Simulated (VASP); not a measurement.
Here is a VASP 6.6.1 calculation.

File INCAR:

```
PREC = Accurate
ENCUT = 600
EDIFF = 1E-6
ISMEAR = -1
SIGMA = 0.05
LREAL = F
LASPH = T
NELM = 120
ALGO = Normal
ISIF = 2
LWAVE = F
LCHARG = F
GGA = CA
NBANDS = 55
GGA_COMPAT = F
```

Contents of KPOINTS:

```
regular mesh
0
Gamma
  8 8 8
```

File POSCAR:

```
ZnGeO3
1.0
    2.5226879821      1.4564745856      4.6942009829
   -2.5226879821      1.4564745856      4.6942009829
    0.0000000000     -2.9129491711      4.6942009829
Zn Ge O
2 2 6
Direct
    0.6316330000      0.6316330000      0.6316330000
    0.3683670000      0.3683670000      0.3683670000
    0.8436530000      0.8436530000      0.8436530000
    0.1563470000      0.1563470000      0.1563470000
    0.5609330000      0.9536280000      0.2141820000
    0.9536280000      0.2141820000      0.5609330000
    0.2141820000      0.5609330000      0.9536280000
    0.4390670000      0.0463720000      0.7858180000
    0.7858180000      0.4390670000      0.0463720000
    0.0463720000      0.7858180000      0.4390670000
```

Potentials or basis: VASP PAW LDA potentials, release 64 (Zn, Ge_d, O).

The run is started by

```console
$ cat potpaw_LDA.64/Zn/POTCAR potpaw_LDA.64/Ge_d/POTCAR potpaw_LDA.64/O/POTCAR > POTCAR
$ mpirun -np 1 vasp_std > vasp.out
```

Task: Estimate the largest force.

Result: 0.143 eV/Å.

Task: What does it give for the pressure?

Result: -12.8 GPa.

Task: Predict the band gap on the k mesh.

Result: 2.03 eV (least direct gap 2.19 eV).

Stress tensor (GPa, compression positive):
```
-13.19   0.00   0.00
  0.00 -13.19   0.00
  0.00   0.00 -11.99
```

Caveat: the cell stands under tension. A k mesh can miss the band edges.
